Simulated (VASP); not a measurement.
# Zr2TiO6 (I4/mmm) in VASP: single point with PBE

Aim: the single point of Zr2TiO6 with PBE.

Everything below comes from runs of VASP 6.6.1. Logs are shortened: lines on timing, memory, paths and dates and some standing lists are left out, and cuts for length are marked.

**1. The cell of the first run**

Symmetry: I4/mmm, No. 139, tetragonal system. The conventional cell has a = 3.556 Å, b = 3.556 Å, c = 15.096 Å, α = 90.00°, β = 90.00°, γ = 90.00°. Within 2.9 Å of Zr (site symmetry 4mm) lie 8 O at 2.19 to 2.20 Å. Ti (site symmetry 4/mmm) has 8 O at 2.14 Å within 2.8 Å. O (site symmetry -4m2) has 4 Zr at 2.20 Å and 6 O at 2.51 to 2.57 Å within 2.9 Å. Within 2.8 Å of O (site symmetry 2mm) lie 2 Ti at 2.14 Å and 2 Zr at 2.19 Å and 6 O at 2.40 to 2.57 Å.

**2. Single point, PBE, collinear spin**

Input file INCAR:

```
PREC = Accurate
ENCUT = 600
EDIFF = 1E-6
ISMEAR = 0
SIGMA = 0.1
LREAL = F
LASPH = T
NELM = 200
ALGO = Normal
ISIF = 2
LWAVE = F
LCHARG = T
ISPIN = 2
MAGMOM = 0 0 1 0 0 0 0 0 0
LORBIT = 11
LMAXMIX = 4
GGA = PE
LELF = T
LVHAR = T
NBANDS = 50
GGA_COMPAT = F
```

Input file KPOINTS:

```
regular mesh
0
Gamma
  6 6 6
```

Input file POSCAR:

```
Zr2TiO6
1.0
   -1.7778330285      1.7778330285      7.5477717788
    1.7778330285     -1.7778330285      7.5477717788
    1.7778330285      1.7778330285     -7.5477717788
Zr Ti O
2 1 6
Direct
    0.8353988903      0.8353988903      0.0000000000
    0.1646011097      0.1646011097      0.0000000000
    0.5000000000      0.5000000000      0.0000000000
    0.7500000000      0.2500000000      0.5000000000
    0.0794962736      0.5794962736      0.5000000000
    0.4205037264      0.9205037264      0.5000000000
    0.5794962736      0.0794962736      0.5000000000
    0.9205037264      0.4205037264      0.5000000000
    0.2500000000      0.7500000000      0.5000000000
```

Potentials or basis: VASP PAW PBE potentials, release 64 (Zr_sv, Ti_sv, O).

On the command line:

```bash
$ cat potpaw_PBE.64/Zr_sv/POTCAR potpaw_PBE.64/Ti_sv/POTCAR potpaw_PBE.64/O/POTCAR > POTCAR
$ mpirun -np 1 vasp_std > vasp.out
```

OUTCAR:

```text
PREC = Accurate
   ENCUT = 600
   EDIFF = 1E-6
   ISMEAR = 0
   LREAL = F
   LASPH = T
   NELM = 200
   ISIF = 2
   ISPIN = 2
   LORBIT = 11
   GGA = PE

 ion  position               nearest neighbor table
   1  0.835  0.835  0.000-   6 2.19   8 2.19   6 2.19   8 2.19   4 2.20   9 2.20   4 2.20   9 2.20
                             2 3.60   2 3.60   2 3.60   2 3.60
   2  0.165  0.165  0.000-   5 2.19   7 2.19   5 2.19   7 2.19   4 2.20   9 2.20   4 2.20   9 2.20
                             1 3.60   1 3.60   1 3.60   1 3.60
   3  0.500  0.500  0.000-   5 2.14   7 2.14   6 2.14   8 2.14   5 2.14   7 2.14   6 2.14   8 2.14

   4  0.750  0.250  0.500-   1 2.20   2 2.20   1 2.20   2 2.20
   5  0.079  0.579  0.500-   3 2.14   3 2.14   2 2.19   2 2.19
   6  0.421  0.921  0.500-   3 2.14   3 2.14   1 2.19   1 2.19
   7  0.579  0.079  0.500-   3 2.14   3 2.14   2 2.19   2 2.19
   8  0.921  0.421  0.500-   3 2.14   3 2.14   1 2.19   1 2.19
   9  0.250  0.750  0.500-   1 2.20   2 2.20   1 2.20   2 2.20

  LATTYP: Found a body centered tetragonal cell.
 ALAT       =     3.5556660570
 C/A-ratio  =     4.2454896820

  Lattice vectors:

 A1 = (  -1.7778330285,   1.7778330285,   7.5477717788)
 A2 = (   1.7778330285,  -1.7778330285,   7.5477717788)
 A3 = (   1.7778330285,   1.7778330285,  -7.5477717788)

Analysis of symmetry for initial positions (statically):
=====================================================================
 Subroutine PRICEL returns:
 Original cell was already a primitive cell.

 Routine SETGRP: Setting up the symmetry group for a
 body centered tetragonal supercell.

 Subroutine GETGRP returns: Found 16 space group operations
 (whereof 16 operations were pure point group operations)
 out of a pool of 16 trial point group operations.

The static configuration has the point symmetry D_4h.

Analysis of symmetry for dynamics (positions and initial velocities):
=====================================================================
 Subroutine PRICEL returns:
 Original cell was already a primitive cell.

 Routine SETGRP: Setting up the symmetry group for a
 body centered tetragonal supercell.

 Subroutine GETGRP returns: Found 16 space group operations
 (whereof 16 operations were pure point group operations)
 out of a pool of 16 trial point group operations.

The dynamic configuration has the point symmetry D_4h.

Analysis of structural, dynamic, and magnetic symmetry:
=====================================================================
 Subroutine PRICEL returns:
 Original cell was already a primitive cell.
[... 169 lines left out ...]

  energy without entropy =      -82.88121769  energy(sigma->0) =      -82.88121769

 E-fermi :   7.6788     XC(G=0): -11.8079

 val. band max:        7.0640688084   @ k =   0.5000   0.5000  -0.0000
 cond. band min:       8.5034667273   @ k =  -0.1667   0.3333   0.1667
 fundamental gap:      1.4393979189
 Fermi energy:         7.6787847786

 spin component 1

 k-point     1 :       0.0000    0.0000    0.0000
  band No.  band energies     occupation
      1     -50.7007      1.00000
      2     -41.1448      1.00000
      3     -41.1130      1.00000
      4     -26.9053      1.00000
      5     -26.8008      1.00000
      6     -26.8008      1.00000
[... 1213 lines left out ...]
     47      13.9226      0.00000
     48      14.5279      0.00000

 [... further k-points ...]

 spin component 2

 k-point     1 :       0.0000    0.0000    0.0000
  band No.  band energies     occupation
      1     -50.7007      1.00000
      2     -41.1448      1.00000
      3     -41.1131      1.00000
      4     -26.9053      1.00000
      5     -26.8008      1.00000
      6     -26.8008      1.00000
[... 1213 lines left out ...]
     47      13.9226      0.00000
     48      14.5279      0.00000

 [... further k-points ...]

 [bands above 48 left out]

------------------------ aborting loop because EDIFF is reached ----------------------------------------

  FORCE on cell =-STRESS in cart. coord.  units (eV):
  Direction    XX          YY          ZZ          XY          YZ          ZX
  --------------------------------------------------------------------------------------
  -------------------------------------------------------------------------------------
  Total        0.1004894      0.1004894      0.0890058      0.0000000      0.0000000      0.0000000
  in kB        1.6872135      1.6872135      1.4944046      0.0000000      0.0000000      0.0000000
  external PRESSURE =       1.6229439 kB  Pullay stress =       0.0000000 kB

 VOLUME and BASIS-vectors are now :
 -----------------------------------------------------------------------------
  energy-cutoff  :      600.00
  volume of cell :       95.42
      direct lattice vectors                 reciprocal lattice vectors
    -1.777833028  1.777833028  7.547771779     0.000000000  0.281241259  0.066244716
     1.777833028 -1.777833028  7.547771779     0.281241259  0.000000000  0.066244716
     1.777833028  1.777833028 -7.547771779     0.281241259  0.281241259  0.000000000

 POSITION                                       TOTAL-FORCE (eV/Angst)
 -----------------------------------------------------------------------------------
      0.00000      0.00000     12.61080         0.000000      0.000000      0.002978
      0.00000      0.00000      2.48474         0.000000      0.000000     -0.002978
      0.00000      0.00000      7.54777         0.000000      0.000000     -0.000000
      0.00000      1.77783      3.77389         0.000000      0.000000     -0.000000
      1.77783      0.00000      1.20004        -0.000000     -0.000000      0.012092
      1.77783      0.00000      6.34773        -0.000000     -0.000000     -0.012092
      0.00000      1.77783      1.20004         0.000000      0.000000      0.012092
      0.00000      1.77783      6.34773        -0.000000     -0.000000     -0.012092
      1.77783      0.00000      3.77389         0.000000      0.000000     -0.000000
 -----------------------------------------------------------------------------------
    total drift:                               -0.000000      0.000000     -0.000000

  FREE ENERGIE OF THE ION-ELECTRON SYSTEM (eV)
  ---------------------------------------------------
  free  energy   TOTEN  =       -82.8812176910 eV

  energy  without entropy=      -82.8812176910  energy(sigma->0) =      -82.88121769

 total charge

# of ion       s       p       d       tot
------------------------------------------
    1        2.172   6.056   1.326   9.554
    2        2.172   6.056   1.326   9.554
    3        2.167   6.182   1.562   9.912
    4        1.562   3.546   0.000   5.108
    5        1.566   3.497   0.000   5.063
    6        1.566   3.497   0.000   5.063
    7        1.566   3.497   0.000   5.063
    8        1.566   3.497   0.000   5.063
    9        1.562   3.546   0.000   5.108
--------------------------------------------------
tot         15.898  39.374   4.214  59.486

 magnetization (x)

# of ion       s       p       d       tot
------------------------------------------
    1       -0.000  -0.000  -0.000  -0.000
    2       -0.000  -0.000  -0.000  -0.000
    3       -0.000   0.000  -0.000  -0.000
    4        0.000   0.000   0.000   0.000
    5       -0.000   0.000   0.000   0.000
    6       -0.000   0.000   0.000   0.000
    7       -0.000   0.000   0.000   0.000
    8       -0.000   0.000   0.000   0.000
    9        0.000   0.000   0.000   0.000
--------------------------------------------------
tot         -0.000   0.000  -0.000  -0.000
```

OSZICAR:

```text
N       E                     dE             d eps       ncg     rms          rms(c)
DAV:   1     0.901284491255E+03    0.90128E+03   -0.40932E+04  6064   0.173E+03
DAV:   2     0.621734024995E+01   -0.89507E+03   -0.83347E+03  6566   0.493E+02
DAV:   3    -0.976291633407E+02   -0.10385E+03   -0.10205E+03  7358   0.167E+02
DAV:   4    -0.105122295646E+03   -0.74931E+01   -0.74748E+01  9768   0.370E+01
DAV:   5    -0.105499795846E+03   -0.37750E+00   -0.37744E+00  7926   0.646E+00    0.416E+01
DAV:   6    -0.832779146690E+02    0.22222E+02   -0.84357E+01  7798   0.599E+01    0.162E+01
DAV:   7    -0.835801572128E+02   -0.30224E+00   -0.14321E+01  7760   0.263E+01    0.121E+01
DAV:   8    -0.828872248525E+02    0.69293E+00   -0.15469E+00  8134   0.114E+01    0.523E+00
DAV:   9    -0.829067098464E+02   -0.19485E-01   -0.39035E-01  7966   0.336E+00    0.181E+00
DAV:  10    -0.828807357262E+02    0.25974E-01   -0.13124E-01  7460   0.283E+00    0.677E-01
DAV:  11    -0.828820437316E+02   -0.13080E-02   -0.12953E-02  7416   0.708E-01    0.561E-01
DAV:  12    -0.828811362079E+02    0.90752E-03   -0.31531E-03  7984   0.420E-01    0.184E-01
DAV:  13    -0.828811697350E+02   -0.33527E-04   -0.69994E-04  8784   0.164E-01    0.332E-02
DAV:  14    -0.828812174598E+02   -0.47725E-04   -0.10086E-04  7960   0.476E-02    0.397E-02
DAV:  15    -0.828812201703E+02   -0.27106E-05   -0.41153E-05  7752   0.361E-02    0.178E-02
DAV:  16    -0.828812177715E+02    0.23988E-05   -0.52160E-06  6816   0.148E-02    0.693E-03
DAV:  17    -0.828812176910E+02    0.80545E-07   -0.26878E-06  5888   0.840E-03
   1 F= -.82881218E+02 E0= -.82881218E+02  d E =-.347215E-19  mag=     0.0001
```

stdout:

```text
POSCAR found type information on POSCAR ZrTiO
 POSCAR found :  3 types and       9 ions
 scaLAPACK will be used
 LDA part: xc-table for (Slater+PW92), standard interpolation
 POSCAR, INCAR and KPOINTS ok, starting setup
 FFT: planning ... GRIDC
 FFT: planning ... GRID_SOFT
 FFT: planning ... GRID
 WAVECAR not read
 entering main loop
```

It took 65 min on 1 thread of Intel Xeon 8259CL, shared host; peak memory 0.86 GiB.

What came out:

- Free energy: -82.8812 eV
- Pressure: 0.2 GPa
- Largest force: 0.012 eV/Å
- Band gap on the k mesh: 1.44 eV (least direct gap 1.48 eV)
- Net moment: 0.00 μB per cell
- Valence electrons inside the program's atomic spheres: Zr 9.55; Ti 9.91; O 5.11, 5.06 (each value once)

Forces on the atoms (eV/Å):
```
Zr   0.000  0.000  0.003
Zr   0.000  0.000 -0.003
Ti   0.000  0.000  0.000
O    0.000  0.000  0.000
O    0.000  0.000  0.012
O    0.000  0.000 -0.012
O    0.000  0.000  0.012
O    0.000  0.000 -0.012
O    0.000  0.000  0.000
```

Levels at points of the mesh, in eV from the valence-band top:
Spin up:
```
           k point  band 33  band 34  band 35  band 36  band 37  band 38  band 39  band 40
(0.00, 0.00, 0.00)    -1.00    -0.66    -0.66    -0.65     1.44     1.66     3.41     3.64
(0.50, 0.00, 0.00)    -1.87    -1.83    -1.04    -0.95     1.44     2.00     2.89     3.32
(0.50, 0.50, 0.00)    -1.47    -0.27    -0.17     0.00     1.66     2.21     2.94     2.94
(0.50, 0.50, 0.50)    -0.71    -0.60    -0.60    -0.03     1.45     1.81     3.57     3.58
```
Spin down:
| k point | band 34 | band 35 | band 36 | band 37 | band 38 | band 39 |
| --- | --- | --- | --- | --- | --- | --- |
| (0.00, 0.00, 0.00) | -0.66 | -0.66 | -0.65 | 1.44 | 1.66 | 3.41 |
| (0.50, 0.00, 0.00) | -1.83 | -1.04 | -0.95 | 1.44 | 2.00 | 2.89 |
| (0.50, 0.50, 0.00) | -0.27 | -0.17 | 0.00 | 1.66 | 2.21 | 2.94 |
| (0.50, 0.50, 0.50) | -0.60 | -0.60 | -0.03 | 1.45 | 1.81 | 3.57 |
